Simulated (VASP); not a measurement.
# HPt6 in VASP: further runs, part 2 of 2

VASP 6.6.1. Earlier steps stand in the parts before.

## Step 4: Single point, PBE

INCAR reads:

```
ALGO = Normal ; DIPOL = 0.5 0.5 0.296
EDIFF = 1E-7 ; ENCUT = 520
GGA = PE ; IDIPOL = 3
ISIF = 2 ; ISMEAR = 0
LASPH = T ; LCHARG = F
LDIPOL = T ; LREAL = F
LWAVE = F ; NBANDS = 74
NELM = 80 ; PREC = Accurate
SIGMA = 0.1
```

KPOINTS reads:

```
k-points
0
Gamma
  6 6 1
```

POSCAR reads:

```
HPt6
1.0
    5.6143281343      0.0000000000      0.0000000000
   -2.8071640672      4.8621507895      0.0000000000
    0.0000000000      0.0000000000     22.6192653717
Pt H
12 2
Direct
    0.3333333333      0.1666666667      0.1768404028
    0.3333333333      0.6666666667      0.1768404028
    0.8333333333      0.1666666667      0.1768404028
    0.8333333333      0.6666666667      0.1768404028
    0.1666666667      0.3333333333      0.2789526245
    0.1666666667      0.8333333333      0.2789526245
    0.6666666667      0.3333333333      0.2789526245
    0.6666666667      0.8333333333      0.2789526245
    0.0000000000      0.0000000000      0.3810585901
    0.0000000000      0.5000000000      0.3810585901
    0.5000000000      0.0000000000      0.3810585901
    0.5000000000      0.5000000000      0.3810585901
    0.1350817212      0.2701634424      0.4009531354
    0.3649182788      0.7298365576      0.4009531354
```

Potentials or basis: VASP PAW PBE potentials, release 64 (Pt, H).

Command:

```sh
> cat potpaw_PBE.64/Pt/POTCAR potpaw_PBE.64/H/POTCAR > POTCAR
> mpirun -np 1 vasp_std > vasp.out
```

OUTCAR:

```text
EDIFF = 1E-7
   ENCUT = 520
   GGA = PE
   ISIF = 2
   ISMEAR = 0
   LASPH = T
   LREAL = F
   NELM = 80
   PREC = Accurate

 ion  position               nearest neighbor table
   1  0.333  0.167  0.177-   4 2.81   4 2.81   3 2.81   3 2.81   2 2.81   2 2.81   5 2.82   7 2.82
                             6 2.82
   2  0.333  0.667  0.177-   3 2.81   3 2.81   4 2.81   4 2.81   1 2.81   1 2.81   6 2.82   8 2.82
                             5 2.82
   3  0.833  0.167  0.177-   2 2.81   2 2.81   1 2.81   1 2.81   4 2.81   4 2.81   7 2.82   5 2.82
                             8 2.82
   4  0.833  0.667  0.177-   1 2.81   1 2.81   2 2.81   2 2.81   3 2.81   3 2.81   8 2.82   6 2.82
[... 1235 lines left out ...]
    -2.807164067  4.862150790  0.000000000     0.000000000  0.205670298  0.000000000
     0.000000000  0.000000000 22.619265372     0.000000000  0.000000000  0.044210101

 POSITION                                       TOTAL-FORCE (eV/Angst)
 -----------------------------------------------------------------------------------
      1.40358      0.81036      4.00000         0.038619      0.002807     -0.011984
     -0.00000      3.24143      4.00000        -0.000000      0.012148     -0.058862
      4.21075      0.81036      4.00000        -0.038619      0.002807     -0.011984
      2.80716      3.24143      4.00000        -0.000000      0.027825     -0.069597
      0.00000      1.62072      6.30970         0.000000     -0.039076     -0.483818
     -1.40358      4.05179      6.30970         0.003909     -0.013792     -0.290469
      2.80716      1.62072      6.30970        -0.000000      0.076574     -0.160413
      1.40358      4.05179      6.30970        -0.003909     -0.013792     -0.290469
      0.00000      0.00000      8.61927         0.000000     -6.524350     -2.070862
     -1.40358      2.43108      8.61927        -1.784708     -0.052689     -0.243699
      2.80716      0.00000      8.61927        -0.000000      6.725976     -2.142178
      1.40358      2.43108      8.61927         1.784708     -0.052689     -0.243699
     -0.00000      1.31358      9.06927        -0.000000      5.238238      3.078207
     -0.00000      3.54858      9.06927         0.000000     -5.389989      2.999827
 -----------------------------------------------------------------------------------
    total drift:                               -0.000000      0.000008      0.000140

  FREE ENERGIE OF THE ION-ELECTRON SYSTEM (eV)
  ---------------------------------------------------
  free  energy   TOTEN  =       -73.4051322868 eV

  energy  without entropy=      -73.2627604285  energy(sigma->0) =      -73.33394636

 vacuum level on the upper side and lower side of the slab         4.831         4.969
```

OSZICAR:

```text
N       E                     dE             d eps       ncg     rms          rms(c)
DAV:   1     0.851132408331E+03    0.85113E+03   -0.51677E+04  1924   0.137E+03
DAV:   2    -0.100743036571E+02   -0.86121E+03   -0.80011E+03  2392   0.273E+02
DAV:   3    -0.760924425362E+02   -0.66018E+02   -0.60740E+02  2298   0.711E+01
[... 29 lines left out ...]
DAV:  33    -0.734051298873E+02   -0.20657E-05   -0.63351E-08  1290   0.834E-04    0.270E-04
DAV:  34    -0.734051312516E+02   -0.13643E-05   -0.56251E-08  1366   0.521E-04    0.354E-04
DAV:  35    -0.734051315787E+02   -0.32713E-06   -0.84588E-09  1222   0.319E-04    0.159E-04
DAV:  36    -0.734051321982E+02   -0.61942E-06   -0.28044E-08  1252   0.262E-04    0.109E-04
DAV:  37    -0.734051322868E+02   -0.88641E-07   -0.44607E-09  1222   0.150E-04
   1 F= -.73405132E+02 E0= -.73333946E+02  d E =-.142372E+00
```

Wall time 47 min (1 thread of Intel Xeon Platinum 8259CL at 2.50GHz (Skylake/Cascade Lake), shared host); peak memory 0.89 GiB.

What came out:

```yaml
Free_energy: -73.4051 eV
Largest_force: 7.059 eV/Å
Band_gap_on_the_k_mesh: zero (bands 61 and 62 overlap by 0.60 eV)
```

Forces on the atoms (eV/Å):
```
Pt   0.039  0.003 -0.012
Pt   0.000  0.012 -0.059
Pt  -0.039  0.003 -0.012
Pt   0.000  0.028 -0.070
Pt   0.000 -0.039 -0.484
Pt   0.004 -0.014 -0.290
Pt   0.000  0.077 -0.160
Pt  -0.004 -0.014 -0.290
Pt   0.000 -6.524 -2.071
Pt  -1.785 -0.053 -0.244
Pt   0.000  6.726 -2.142
Pt   1.785 -0.053 -0.244
H    0.000  5.238  3.078
H    0.000 -5.390  3.000
```

Levels at points of the mesh, in eV from the Fermi level:
```
           k point  band 58  band 59  band 60  band 61  band 62  band 63
(0.00, 0.00, 0.00)     0.22     0.27     0.31     0.35     0.50     0.60
(0.50, 0.00, 0.00)    -0.60    -0.20    -0.18    -0.04    -0.01     0.23
(0.00, 0.50, 0.00)    -0.63    -0.19    -0.15     0.01     0.02     0.23
```

Caveat: spin-orbit coupling is left out, which moves the levels of the heavy elements.

## Step 5: Single point, PBE

INCAR reads:

```
SYSTEM = HPt6
PREC = Accurate
ENCUT = 520
EDIFF = 1E-6
ISMEAR = 0
SIGMA = 0.1
LREAL = .False.
LASPH = .True.
NELM = 100
ALGO = Normal
ISIF = 2
LWAVE = .False.
LCHARG = .False.
LDIPOL = .True.
IDIPOL = 3
DIPOL = 0.5 0.5 0.300
GGA = PE
NBANDS = 74
```

KPOINTS reads:

```
Automatic mesh
0
Gamma
  6 6 1
  0 0 0
```

POSCAR: that of step 4 with these lines changed.

```diff
@@ -20,3 +20,3 @@
     0.5000000000      0.5000000000      0.3810585901
-    0.1350817212      0.2701634424      0.4009531354
-    0.3649182788      0.7298365576      0.4009531354
+    0.1731307263      0.3462614525      0.4292475999
+    0.3268692737      0.6537385475      0.4292475999
```

Command:

```sh
> cat potpaw_PBE.64/Pt/POTCAR potpaw_PBE.64/H/POTCAR > POTCAR
> mpirun -np 1 vasp_std > vasp.out
```

It took 34 min on 1 thread of AMD EPYC 7R43 (Zen 3), shared host; peak memory 0.83 GiB.

Results (log left out):

```
Free energy            : -75.1557 eV
Largest force          : 0.921 eV/Å
Band gap on the k mesh : zero (bands 61 and 62 overlap by 0.64 eV)
```

Forces in eV/Å, atoms in the order of the input:
```
Pt   0.038  0.007 -0.088
Pt   0.000  0.035 -0.037
Pt  -0.038  0.007 -0.088
Pt   0.000 -0.019  0.054
Pt   0.000 -0.088 -0.386
Pt  -0.025  0.044 -0.138
Pt   0.000  0.000  0.198
Pt   0.025  0.044 -0.138
Pt   0.000  0.012  0.301
Pt  -0.220 -0.038  0.720
Pt   0.000  0.069  0.117
Pt   0.220 -0.038  0.720
H    0.000 -0.680 -0.621
H    0.000  0.644 -0.613
```

Levels at points of the mesh, in eV from the Fermi level:
```csv
k point,band 57,band 58,band 59,band 60,band 61,band 62,band 63,band 64,band 65,band 66
"(0.00, 0.00, 0.00)",0.21,0.22,0.32,0.36,0.39,0.45,0.59,0.59,0.60,0.98
"(0.50, 0.00, 0.00)",-0.71,-0.68,-0.25,-0.16,-0.03,0.00,0.22,0.27,1.05,1.29
"(0.00, 0.50, 0.00)",-0.72,-0.66,-0.24,-0.17,-0.05,0.03,0.24,0.25,0.86,1.47
```

Caveat: spin-orbit coupling is left out, which moves the levels of the heavy elements.

## Step 6: Overview

| cell | gap on the mesh (eV) | largest force (eV/Å) |
| --- | --- | --- |
| as given, atomic positions A | none | 4.64 |
| as given, atomic positions B | none | 1.39 |
| as given, atomic positions C | none | 7.06 |
| as given, atomic positions D | none | 0.92 |

Alike in all rows: task single point; level PBE; potentials or basis VASP PAW PBE potentials, release 64 (Pt, H); no spin polarisation; k mesh 6 × 6 × 1; cutoff (eV) 520; smearing gaussian 0.1 eV.

Caveats: spin-orbit coupling is left out, which moves the levels of the heavy elements.

Total energies depend on the potentials used, so only differences within one code and one set of settings carry meaning.
